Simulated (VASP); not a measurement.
# Be in VASP: notebook

Be is run at these levels: r2SCAN, PBE; tasks: single point.

All numbers are computed with VASP 6.6.1; they aren't measurements. Logs are shortened: lines on timing, memory, paths and dates and some standing lists are left out, and cuts for length are marked.

### 1 The cell of the first run

It takes space group P6_3/mmc (No. 194, hexagonal). The conventional cell has a = 2.285 Å, b = 2.285 Å, c = 3.584 Å, α = 90.00°, β = 90.00°, γ = 120.00°. Be (site symmetry -6m2) has 12 Be at 2.23 to 2.29 Å within 2.9 Å.

### 2 Single point, r2SCAN

POSCAR reads:

```
Be
1.0
    2.2853000000      0.0000000000      0.0000000000
   -1.1426500000      1.9791278553      0.0000000000
    0.0000000000      0.0000000000      3.5842000000
Be
2
Direct
    0.6666666667      0.3333333333      0.7500000000
    0.3333333333      0.6666666667      0.2500000000
```

INCAR.step1 reads:

```
SYSTEM = Be
PREC = Accurate
ENCUT = 520
ISMEAR = 0
SIGMA = 0.1
LREAL = .False.
LASPH = .True.
NELM = 100
NBANDS = 9
GGA = PE
ALGO = Normal
EDIFF = 1E-4
LWAVE = .True.
LCHARG = .False.
```

INCAR.step2 reads:

```
SYSTEM = Be
PREC = Accurate
ENCUT = 520
EDIFF = 1E-6
ISMEAR = 0
SIGMA = 0.1
LREAL = .False.
LASPH = .True.
NELM = 100
ALGO = Normal
ISIF = 2
LWAVE = .False.
LCHARG = .False.
METAGGA = R2SCAN
LMIXTAU = .True.
NBANDS = 9
ISTART = 1
```

KPOINTS reads:

```
Automatic mesh
0
Gamma
  22 22 12
  0 0 0
```

Potentials or basis: VASP PAW PBE potentials, release 64 (Be).

The run is started by

```bash
cat potpaw_PBE.64/Be/POTCAR > POTCAR
cp INCAR.step1 INCAR
mpirun -np 1 vasp_std > vasp.out
cp INCAR.step2 INCAR
mpirun -np 1 vasp_std > vasp.out
```

OUTCAR:

```text
SYSTEM = Be
   PREC = Accurate
   ENCUT = 520
   EDIFF = 1E-6
   ISMEAR = 0
   LREAL = .False.
   LASPH = .True.
   NELM = 100
   ISIF = 2
   METAGGA = R2SCAN
   ISTART = 1

 ion  position               nearest neighbor table
   1  0.667  0.333  0.750-   2 2.23   2 2.23   2 2.23   2 2.23   2 2.23   2 2.23
   2  0.333  0.667  0.250-   1 2.23   1 2.23   1 2.23   1 2.23   1 2.23   1 2.23

  LATTYP: Found a hexagonal cell.
 ALAT       =     2.2853000000
 C/A-ratio  =     1.5683717674

  Lattice vectors:

 A1 = (   2.2853000000,   0.0000000000,   0.0000000000)
 A2 = (  -1.1426500000,   1.9791278553,   0.0000000000)
 A3 = (   0.0000000000,   0.0000000000,   3.5842000000)

Analysis of symmetry for initial positions (statically):
=====================================================================
 Subroutine PRICEL returns:
 Original cell was already a primitive cell.

 Routine SETGRP: Setting up the symmetry group for a
 hexagonal supercell.

 Subroutine GETGRP returns: Found 24 space group operations
 (whereof 12 operations were pure point group operations)
 out of a pool of 24 trial point group operations.

The static configuration has the point symmetry D_3d.
 The point group associated with its full space group is D_6h.

Analysis of symmetry for dynamics (positions and initial velocities):
=====================================================================
 Subroutine PRICEL returns:
 Original cell was already a primitive cell.

 Routine SETGRP: Setting up the symmetry group for a
 hexagonal supercell.

 Subroutine GETGRP returns: Found 24 space group operations
 (whereof 12 operations were pure point group operations)
 out of a pool of 24 trial point group operations.

The dynamic configuration has the point symmetry D_3d.
 The point group associated with its full space group is D_6h.

 Subroutine INISYM returns: Found 24 space group operations
 (whereof 12 operations are pure point group operations),
 and found     1 'primitive' translations

----------------------------------------------------------------------------------------

                                     Primitive cell

  volume of cell :      16.2110

  direct lattice vectors                    reciprocal lattice vectors
     2.285300000  0.000000000  0.000000000     0.437579311  0.252636533  0.000000000
    -1.142650000  1.979127855  0.000000000     0.000000000  0.505273066  0.000000000
     0.000000000  0.000000000  3.584200000     0.000000000  0.000000000  0.279002288

  length of vectors
     2.285300000  2.285300000  3.584200000     0.505273066  0.505273066  0.279002288

  position of ions in fractional coordinates (direct lattice)
[... 82 lines left out ...]
   NSW    =      0    number of steps for IOM
   IBRION =     -1    ionic relax: 0-MD 1-quasi-New 2-CG
   NFREE  =      0    steps in history (QN), initial steepest desc. (CG)
   ISIF   =      2    stress and relaxation
   ISYM   =      2    0-nonsym 1-usesym 2-fastsym
   POTIM  = 0.5000    time-step for ionic-motion
   TEBEG  =    0.0;   TEEND  =   0.0 temperature during run
   PSTRESS=    0.0 pullay stress
   NELECT =       4.0000    total number of electrons
   NUPDOWN=      -1.0000    fix difference up-down
   EMIN   =  10.00;   EMAX   =-10.00  energy-range for DOS
   EFERMI =   0.00;   METHOD = LEGACY
   ISMEAR =     0;   SIGMA  =   0.10  broadening in eV -4-tet -1-fermi 0-gaus
   EFERMI_NEDOS =   21; number of points for ismear=-14 and -15
   IALGO  =     38    algorithm
   IMIX   =      4    mixing-type and parameters
     AMIX     =   0.40;   BMIX     =  1.00
     AMIX_MAG =   1.60;   BMIX_MAG =  1.00
  volume/ion in A,a.u.               =       8.11        54.70
  Fermi-wavevector in a.u.,A,eV,Ry     =   1.026814  1.940397 14.345258  1.054347
  Thomas-Fermi vector in A             =   2.160726
   LORBIT       =      0    0 simple, 1 ext, 2 COOP (PROOUT), +10 PAW based schemes
   METAGGA = R2SCAN    functional components
   LHFCALC =     F    Hartree Fock is set to
   AEXX    =    0.0000 exact exchange contribution
   IVDW    =     0    specifies the selected vdW correction
   LEPSILON=     F    determine dielectric tensor
   LRPA    =     F    only Hartree local field effects (RPA)
 non-spin polarized calculation
 Gauss-broadening in eV      SIGMA  =   0.10
  energy-cutoff  :      520.00
  volume of cell :       16.21
 maximum number of plane-waves:       454
 NGX is ok and might be reduce to    18
   NGX =  9   NGY =  9   NGZ = 13

 number of electron       4.0000000 magnetization

 Free energy of the ion-electron system (eV)
  ---------------------------------------------------
  ext. energy  EPLUGINS =         0.00000000
  ---------------------------------------------------
  free energy    TOTEN  =        -8.67832724 eV

  energy without entropy =       -8.67764308  energy(sigma->0) =       -8.67798516

 E-fermi :   7.1202     XC(G=0): -11.1751

 val. band max:        7.1067325205   @ k =   0.2727   0.2727   0.0833
 cond. band min:       7.1636585109   @ k =   0.3636   0.2727   0.3333
 fundamental gap:      0.0569259904
 Fermi energy:         7.1202375802

 k-point     1 :       0.0000    0.0000    0.0000
  band No.  band energies     occupation
      1      -5.1701      2.00000
      2       2.3053      2.00000
      3       7.9746      0.00000
      4      23.8562      0.00000
      5      23.8562      0.00000
      6      26.8614      0.00000
      7      26.8614      0.00000
      8      29.2629      0.00000
      9      34.9192      0.00000
[... 265 lines left out ...]
 k-point    24 :       0.1364    0.0909    0.0000
  band No.  band energies     occupation
      1      -3.9628      2.00000
      2       3.8451      2.00000
      3       8.3257      0.00000
      4      17.7650      0.00000
      5      19.1195      0.00000
      6      26.1931      0.00000
      7      26.3301      0.00000
      8      26.7118      0.00000
      9      30.1394      0.00000

 [... further k-points ...]
[... 5 lines left out ...]
  --------------------------------------------------------------------------------------
  -------------------------------------------------------------------------------------
  Total       -0.3648231     -0.3648231     -0.1130614      0.0000000      0.0000000      0.0000000
  in kB      -36.0565054    -36.0565054    -11.1741808      0.0000000      0.0000000      0.0000000
  external PRESSURE =     -27.7623972 kB  Pullay stress =       0.0000000 kB

 VOLUME and BASIS-vectors are now :
 -----------------------------------------------------------------------------
  energy-cutoff  :      520.00
  volume of cell :       16.21
      direct lattice vectors                 reciprocal lattice vectors
     2.285300000  0.000000000  0.000000000     0.437579311  0.252636533  0.000000000
    -1.142650000  1.979127855  0.000000000     0.000000000  0.505273066  0.000000000
     0.000000000  0.000000000  3.584200000     0.000000000  0.000000000  0.279002288

 POSITION                                       TOTAL-FORCE (eV/Angst)
 -----------------------------------------------------------------------------------
      1.14265      0.65971      2.68815        -0.000000     -0.000000      0.000000
     -0.00000      1.31942      0.89605         0.000000      0.000000      0.000000
 -----------------------------------------------------------------------------------
    total drift:                                0.000000     -0.000000      0.000000

  FREE ENERGIE OF THE ION-ELECTRON SYSTEM (eV)
  ---------------------------------------------------
  free  energy   TOTEN  =        -8.6783272395 eV

  energy  without entropy=       -8.6776430754  energy(sigma->0) =       -8.67798516
```

OUTCAR.step1:

```text
SYSTEM = Be
   PREC = Accurate
   ENCUT = 520
   ISMEAR = 0
   LREAL = .False.
   LASPH = .True.
[... 513 lines left out ...]
      1.14265      0.65971      2.68815        -0.000000      0.000000      0.000000
     -0.00000      1.31942      0.89605         0.000000     -0.000000      0.000000
 -----------------------------------------------------------------------------------
    total drift:                                0.000000     -0.000000      0.000000

  FREE ENERGIE OF THE ION-ELECTRON SYSTEM (eV)
  ---------------------------------------------------
  free  energy   TOTEN  =        -7.5312275247 eV

  energy  without entropy=       -7.5305953082  energy(sigma->0) =       -7.53091142
```

Run time: 1.8 min. Hardware: 1 thread of AMD EPYC 7R13 (Zen 3), shared host; peak memory 0.13 GiB.

What came out:

```
Free energy            : -8.6783 eV
Pressure               : -2.8 GPa
Band gap on the k mesh : zero (band 2 reaches 8.16 eV, above the bottom of band 3 at 6.04 eV)
```

Caveat: the PAW data sets were made with another functional, which shifts forces and pressure a little.

### 3 Single point, PBE

INCAR reads:

```
  PREC = Accurate
  ENCUT = 520
  EDIFF = 1E-6
  ISMEAR = 1
  SIGMA = 0.05
  LREAL = F
  LASPH = T
  NELM = 60
  ALGO = Normal
  ISIF = 2
  LWAVE = F
  LCHARG = T
  GGA = PE
  LELF = T
  LVHAR = T
  NBANDS = 9
```

KPOINTS reads:

```
regular mesh
0
Gamma
  15 15 8
```

POSCAR reads:

```
Be
1.0
    2.2853000000      0.0000000000      0.0000000000
   -1.1426500000      1.9791278553      0.0000000000
    0.0000000000      0.0000000000      3.5842000000
Be
2
Direct
    0.6882380000      0.3384440000      0.7501790000
    0.3173940000      0.6567560000      0.2585440000
```

Potentials or basis: VASP PAW PBE potentials, release 64 (Be).

The run is started by

```bash
cat potpaw_PBE.64/Be/POTCAR > POTCAR
mpirun -np 1 vasp_std > vasp.out
```

OUTCAR:

```text
PREC = Accurate
   ENCUT = 520
   EDIFF = 1E-6
   ISMEAR = 1
   LREAL = F
   LASPH = T
   NELM = 60
   ISIF = 2
   GGA = PE

 ion  position               nearest neighbor table
   1  0.688  0.338  0.750-   2 2.16   2 2.21   2 2.22   2 2.23   2 2.27   2 2.28
   2  0.317  0.657  0.259-   1 2.16   1 2.21   1 2.22   1 2.23   1 2.27   1 2.28

  LATTYP: Found a hexagonal cell.
 ALAT       =     2.2853000000
 C/A-ratio  =     1.5683717674

  Lattice vectors:

 A1 = (   2.2853000000,   0.0000000000,   0.0000000000)
 A2 = (  -1.1426500000,   1.9791278553,   0.0000000000)
 A3 = (   0.0000000000,   0.0000000000,   3.5842000000)

Analysis of symmetry for initial positions (statically):
=====================================================================
 Subroutine PRICEL returns:
 Original cell was already a primitive cell.

 Routine SETGRP: Setting up the symmetry group for a
 hexagonal supercell.

 Subroutine GETGRP returns: Found  2 space group operations
 (whereof  1 operations were pure point group operations)
 out of a pool of 24 trial point group operations.

[... 164 lines left out ...]

 E-fermi :   7.1362     XC(G=0): -10.5233

 val. band max:        7.0620457905   @ k =   0.2667   0.1333   0.0000
 cond. band min:       7.1501273077   @ k =  -0.4000  -0.3333   0.2500
 fundamental gap:      0.0880815172
 Fermi energy:         7.1362236257

 k-point     1 :       0.0000    0.0000    0.0000
  band No.  band energies     occupation
      1      -4.3918      2.00000
      2       2.5074      2.00000
      3       7.9145     -0.00000
      4      22.2137      0.00000
      5      22.6813      0.00000
      6      24.8739      0.00000
      7      25.6115      0.00000
      8      27.4396      0.00000
      9      33.4314      0.00000
[... 265 lines left out ...]
 k-point    24 :      -0.0667    0.1333    0.0000
  band No.  band energies     occupation
      1      -4.0123      2.00000
      2       2.9975      2.00000
      3       8.0366     -0.00000
      4      19.9919      0.00000
      5      20.4056      0.00000
      6      24.8596      0.00000
      7      26.0806      0.00000
      8      26.7140      0.00000
      9      30.7006      0.00000

 [... further k-points ...]
[... 5 lines left out ...]
  --------------------------------------------------------------------------------------
  -------------------------------------------------------------------------------------
  Total       -0.3301275     -0.4395714     -0.0244498      0.1291834     -0.0140685     -0.0301787
  in kB      -32.6274386    -43.4440876     -2.4164451     12.7675602     -1.3904321     -2.9826466
  external PRESSURE =     -26.1626571 kB  Pullay stress =       0.0000000 kB

 VOLUME and BASIS-vectors are now :
 -----------------------------------------------------------------------------
  energy-cutoff  :      520.00
  volume of cell :       16.21
      direct lattice vectors                 reciprocal lattice vectors
     2.285300000  0.000000000  0.000000000     0.437579311  0.252636533  0.000000000
    -1.142650000  1.979127855  0.000000000     0.000000000  0.505273066  0.000000000
     0.000000000  0.000000000  3.584200000     0.000000000  0.000000000  0.279002288

 POSITION                                       TOTAL-FORCE (eV/Angst)
 -----------------------------------------------------------------------------------
      1.18611      0.66982      2.68879        -0.254706     -0.117593      0.223615
     -0.02510      1.29980      0.92667         0.254706      0.117593     -0.223615
 -----------------------------------------------------------------------------------
    total drift:                                0.000000     -0.000000      0.000000

  FREE ENERGIE OF THE ION-ELECTRON SYSTEM (eV)
  ---------------------------------------------------
  free  energy   TOTEN  =        -7.5156145395 eV

  energy  without entropy=       -7.5155951818  energy(sigma->0) =       -7.51560809
```

Wall time 56 s (1 thread of AMD EPYC 7R13 (Zen 3), shared host); peak memory 0.19 GiB.

Results:

```yaml
Free_energy: -7.5156 eV
Pressure: -2.6 GPa
Largest_force: 0.359 eV/Å
Band_gap_on_the_k_mesh: zero (band 2 reaches 7.60 eV, above the bottom of band 3 at 5.84 eV)
```

Forces on the atoms (eV/Å):
```
Be  -0.255 -0.118  0.224
Be   0.255  0.118 -0.224
```

Stress tensor (GPa, compression positive):
```
-3.26  1.28 -0.30
 1.28 -4.34 -0.14
-0.30 -0.14 -0.24
```

### 4 Single point, PBE

INCAR reads:

```
SYSTEM = Be
ALGO = Normal ; EDIFF = 1E-6
ENCUT = 600 ; GGA = PE
GGA_COMPAT = .FALSE. ; ISIF = 2
ISMEAR = -1 ; LASPH = .TRUE.
LCHARG = .FALSE. ; LREAL = .FALSE.
LWAVE = .FALSE. ; NBANDS = 9
NELM = 120 ; PREC = Accurate
SIGMA = 0.03
```

KPOINTS reads:

```
k-points
0
G
  5 5 3
  0 0 0
```

POSCAR reads:

```
Be
1.0
    2.2853000000      0.0000000000      0.0000000000
   -1.1426500000      1.9791278553      0.0000000000
    0.0000000000      0.0000000000      3.5842000000
Be
2
Direct
    0.6666666667      0.3333333333      0.7500000000
    0.3333333333      0.6666666667      0.2500000000
```

The run is started by

```bash
cat potpaw_PBE.64/Be/POTCAR > POTCAR
mpirun -np 1 vasp_std > vasp.out
```

Run time: 4.5 s. Hardware: 1 thread of Intel Xeon 8259CL, shared host; peak memory 0.12 GiB.

The run converged, but its numbers aren't listed here, since they failed a check.

Caveat: the k points lie up to 0.63 Å⁻¹ apart; the mesh shows a gap though the element is a metal.
